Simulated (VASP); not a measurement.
Set up this calculation in VASP 6.6.1, as the native input.

```yaml
Task: single point
Functional: PBE
Potentials_or_basis: VASP PAW PBE potentials, release 64 (Li_sv, H)
Cutoff: 750 eV
k_mesh: 6 × 6 × 6
Occupations: gaussian, width 0.01 eV
Spin: no spin polarisation
Dipole_correction: no
Further_INCAR_settings: ALGO = Normal; EDIFF = 1e-06; NBANDS = 9
```

The structure of LiH lies in POSCAR:

```
LiH
1.0
    0.0000000000      2.0367500000      2.0367500000
    2.0367500000      0.0000000000      2.0367500000
    2.0367500000      2.0367500000      0.0000000000
Li H
1 1
Direct
    0.0000000000      0.0000000000      0.0000000000
    0.5000000000      0.5000000000      0.5000000000
```

One way to write it, as run:

INCAR

```
  ALGO = Normal
  EDIFF = 1E-6
  ENCUT = 750
  GGA = PE
  GGA_COMPAT = F
  ISIF = 2
  ISMEAR = 0
  LASPH = T
  LCHARG = T
  LELF = T
  LREAL = F
  LVHAR = T
  LWAVE = F
  NBANDS = 9
  NELM = 120
  PREC = Accurate
  SIGMA = 0.01
```

KPOINTS

```
k-points
0
Gamma
  6 6 6
```

Potentials or basis: VASP PAW PBE potentials, release 64 (Li_sv, H).

Run with:

```bash
$ cat potpaw_PBE.64/Li_sv/POTCAR potpaw_PBE.64/H/POTCAR > POTCAR
$ mpirun -np 1 vasp_std > vasp.out
```

It gave:

- Pressure: -1.8 GPa
- Band gap on the k mesh: 3.01 eV

Caveat: the k points lie up to 0.45 Å⁻¹ apart.

Wall time 7.2 s on 1 thread of Intel Xeon 8259CL (shared host), peak memory 0.15 GiB.
